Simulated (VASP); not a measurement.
A run of VASP 6.6.1 is set up as follows.

INCAR

```
PREC = Accurate
ENCUT = 520
EDIFF = 1E-6
ISMEAR = 0
SIGMA = 0.1
LREAL = F
LASPH = T
NELM = 80
ALGO = Fast
ISIF = 2
LWAVE = F
LCHARG = F
GGA = PS
NBANDS = 13
```

The input KPOINTS:

```
Automatic mesh
0
Gamma
  24 24 24
```

The input POSCAR:

```
W
1.0
    1.4864011428      0.8581740999      2.1052339125
   -1.4864011428      0.8581740999      2.1052339125
    0.0000000000     -1.7163481998      2.1052339125
W
1
Direct
    0.5000000000      0.5000000000      0.5000000000
```

Potentials or basis: VASP PAW PBE potentials, release 64 (W_sv).

Run with:

```sh
$ cat potpaw_PBE.64/W_sv/POTCAR > POTCAR
$ mpirun -np 1 vasp_std > vasp.out
```

Problem. What does it give for the pressure?

Solution. 0.7 GPa.

Problem. Predict the band gap on the k mesh.

Solution. Zero (bands 7 and 8 overlap by 3.94 eV).

Stress tensor (GPa, compression positive):
```
0.57 0.00 0.00
0.00 0.57 0.00
0.00 0.00 0.90
```

Caveat: the PAW data sets were made with another functional, which shifts forces and pressure a little; spin-orbit coupling is left out, which moves the levels of the heavy elements.
